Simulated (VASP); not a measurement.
A run of VASP 6.6.1 is set up as follows.

Contents of INCAR:

```
SYSTEM = AlN
ALGO = Normal ; EDIFF = 1E-7
ENCUT = 520 ; ISIF = 2
ISMEAR = 0 ; LASPH = .True.
LCHARG = .False. ; LREAL = .False.
LWAVE = .False. ; NBANDS = 26
NELM = 80 ; PREC = Accurate
SIGMA = 0.05
```

File KPOINTS:

```
k-points
0
Gamma
  8 6 4
  0 0 0
```

File POSCAR:

```
AlN
1.0
   -1.6378403119      2.8368226349      0.0000000000
    0.0000000000      0.0000000000      4.1006264518
    4.9135209358      2.8368226349      0.0000000000
Al N
4 4
Direct
    0.2603747616      0.7500000000      0.1877375294
    1.0000000000      0.7500000000      0.6666666667
    0.0000000000      0.2500000000      0.3333333333
    0.5000000000      0.2500000000      0.8333333333
    0.5000000000      0.2500000000      0.1666666667
    1.0000000000      0.2500000000      0.6666666667
    0.0000000000      0.7500000000      0.3333333333
    0.5000000000      0.7500000000      0.8333333333
```

Potentials or basis: VASP PAW LDA potentials, release 64 (Al, N).

Command:

```sh
$ cat potpaw_LDA.64/Al/POTCAR potpaw_LDA.64/N/POTCAR > POTCAR
$ mpirun -np 1 vasp_std > vasp.out
```

(1) What does it give for the largest force?

(2) Predict the pressure.

(3) Estimate the band gap on the k mesh.

## Answers

(1) 64.793 eV/Å.

(2) 48.4 GPa.

(3) 2.98 eV.

Caveat: the cell differs from its parent crystal (atom 1 (Al) moved by +0.496 Å along [1 0 0] and -0.620 Å along [1 2 0]); atoms lie so close that the PAW spheres overlap strongly, which falsifies energies and pressures; the cell stands under pressure; forces of over 1 eV/Å act on the atoms, so gaps and moduli don't describe the material at rest.
